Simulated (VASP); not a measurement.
**Sn: single point with r2SCAN**

The system is Sn.

```
Sn
1.0
     0.00000    2.39071    2.39071
     2.39071    0.00000    2.39071
     2.39071    2.39071    0.00000
Sn
1
Direct
  0.00000 0.00000 0.00000
```

This isn't the form of Sn at room conditions, which is tetragonal (white tin).

| Item | Value |
| --- | --- |
| Program | VASP 6.6.1 |
| Task | single point |
| Functional | r2SCAN |
| Potentials or basis | VASP PAW PBE potentials, release 64 (Sn_d) |
| Cutoff | 520 eV |
| k mesh | 13 × 13 × 13 |
| Occupations | fermi-dirac, width 0.1 eV |
| Spin | no spin polarisation |
| Dipole correction | no |
| Further INCAR settings | ALGO = Normal; EDIFF = 1e-06; NBANDS = 13 |

- Pressure: -0.1 GPa
- Band gap on the k mesh: zero (bands 7 and 8 overlap by 10.14 eV)

Levels at points of the mesh, in eV from the Fermi level:
| k point | band 4 | band 5 | band 6 | band 7 | band 8 | band 9 | band 10 | band 11 |
| --- | --- | --- | --- | --- | --- | --- | --- | --- |
| (0.00, 0.00, 0.00) | -22.25 | -22.25 | -11.75 | 8.08 | 8.08 | 8.08 | 11.20 | 12.29 |

It took 50 s on 1 thread of Intel(R) Xeon(R) 6975P-C (Granite Rapids) (shared host), peak memory 0.17 GiB.

Caveat: the PAW data sets were made with another functional, which shifts forces and pressure a little; spin-orbit coupling is left out, which moves the levels of the heavy elements.
